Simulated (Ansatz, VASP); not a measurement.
**BiTe: VASP beside Ansatz**

INCAR

```
  PREC = Accurate
  ENCUT = 520
  EDIFF = 1E-6
  ISMEAR = 0
  SIGMA = 0.15
  LREAL = F
  LASPH = T
  NELM = 80
  ALGO = Normal
  ISIF = 2
  LWAVE = F
  LCHARG = F
  GGA = PE
  NBANDS = 18
```

The input KPOINTS:

```
Automatic mesh
0
Gamma
  12 12 12
```

The input POSCAR:

```
BiTe
1.0
    2.4227077728      1.3987509848      3.4831565522
   -2.4227077728      1.3987509848      3.4831565522
    0.0000000000     -2.7975019696      3.4831565522
Bi Te
1 1
Direct
    0.5000000000      0.5000000000      0.5000000000
    0.0000000000      0.0000000000      0.0000000000
```

Input for Ansatz:

```yaml
crystal:
  lattice:
    - [2.4227077728, 1.3987509848, 3.4831565522]
    - [-2.4227077728, 1.3987509848, 3.4831565522]
    - [0.0, -2.7975019696, 3.4831565522]
  atoms:
    - { symbol: Bi, position: [0.5, 0.5, 0.5] }
    - { symbol: Te, position: [0.0, 0.0, 0.0] }
basis:
  ecutwfc: 420
kpoints:
  mp_grid: { grid: [12, 12, 12] }
hamiltonian:
  xc: pbe
scf:
  occupations: { method: gaussian, width: 0.15 }
output:
  forces: true
  stress: true
  eigenvalues: true
```

Change from the starting cell: strain +0.000 along x and y, +0.050 along z, atoms carried along.

Alike in both runs: task single point; functional PBE; k mesh 12 × 12 × 12; occupations gaussian, width 0.15 eV; no spin polarisation.

|  | VASP | Ansatz |
| --- | --- | --- |
| version | VASP 6.6.1 | Ansatz 0.2.0 |
| potentials or method | VASP PAW PBE potentials, release 64 (Bi_d, Te), cutoff 520 eV | scalar-relativistic, plane waves, PAW |
| valence electrons in the cell | 21 | 31 |

|  | VASP | Ansatz | Ansatz less VASP |
| --- | --- | --- | --- |
| gap on the k mesh at the Fermi level (eV) | none | none | - |
| pressure (GPa) | -1.8 | -1.7 | +0.06 |
| traceless stress, the component that is largest in VASP (GPa) | 0.10 | 0.09 | -0.001 |

A gap of «none» marks a metal or a gap that the smearing closes. VASP's potentials hold 21 valence electrons a cell and Ansatz's 31, so a difference there can come from the potentials and not from the codes.

Spin-orbit coupling is off throughout.
